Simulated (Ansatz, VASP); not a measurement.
# BN: VASP beside Ansatz

```
B N
1.0
     2.50611    0.00000    0.00000
    -1.25306    2.17036    0.00000
     0.00000    0.00000   10.47773
B N
3 3
Direct
  0.00000 0.00000 0.00039
  0.66667 0.33333 0.33372
  0.33333 0.66667 0.66706
  0.66667 0.33333 0.00051
  0.33333 0.66667 0.33384
  0.00000 0.00000 0.66718
```

Change from the starting cell: strain along c alone, the other axes held, atoms relaxed: +6.0 %.

Alike in both runs: functional PBE; dispersion D3(BJ); k mesh 12 × 12 × 4; occupations gaussian, width 0.02 eV; no spin polarisation.

Ansatz relaxed the structure, and its values are those at the end. VASP's run is a single point on that final structure, the one shown.

|  | VASP | Ansatz |
| --- | --- | --- |
| version | VASP 6.6.1 | Ansatz 0.2.0 |
| potentials or method | VASP PAW PBE potentials, release 64 (B, N), cutoff 520 eV | scalar-relativistic, plane waves, PAW |
| valence electrons in the cell | 24 | 24 |

|  | VASP | Ansatz | Ansatz less VASP |
| --- | --- | --- | --- |
| gap on the k mesh at the Fermi level (eV) | 4.33 | 4.34 | +0.007 |
| least direct gap on the mesh (eV) | 4.68 | 4.68 | +0.003 |
| pressure (GPa) | -0.2 | -0.3 | -0.06 |

Ansatz's warnings: stress scf threshold loose.
